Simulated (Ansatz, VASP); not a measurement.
**Two plane-wave programs on CdS**

```
Cd S
1.0
     0.00000    2.75324    2.75324
     2.75324    0.00000    2.75324
     2.75324    2.75324    0.00000
Cd S
1 1
Direct
  0.00000 0.00000 0.00000
  0.50000 0.50000 0.50000
```

Alike in both runs: task single point; functional PBE0; k mesh 4 × 4 × 4; occupations fermi-dirac, width 0.05 eV; no spin polarisation.

|  | VASP | Ansatz |
| --- | --- | --- |
| version | VASP 6.6.1 | Ansatz 0.2.0 |
| potentials or method | VASP PAW PBE potentials, release 64 (Cd, S) | Ansatz PAW |
| plane-wave cutoff (eV) | 520 | 420 |
| valence electrons in the cell | 18 | 26 |

|  | VASP | Ansatz | Ansatz less VASP |
| --- | --- | --- | --- |
| gap on the k mesh at the Fermi level (eV) | 1.95 | 1.92 | -0.029 |
| least direct gap on the mesh (eV) | 3.28 | 3.26 | -0.020 |
| pressure (GPa) | -1.8 | -2.0 | -0.23 |

VASP's potentials hold 18 valence electrons a cell and Ansatz's 26, so a difference there can come from the potentials and not from the codes.

The k mesh is coarse, so the values compare programs but aren't converged.
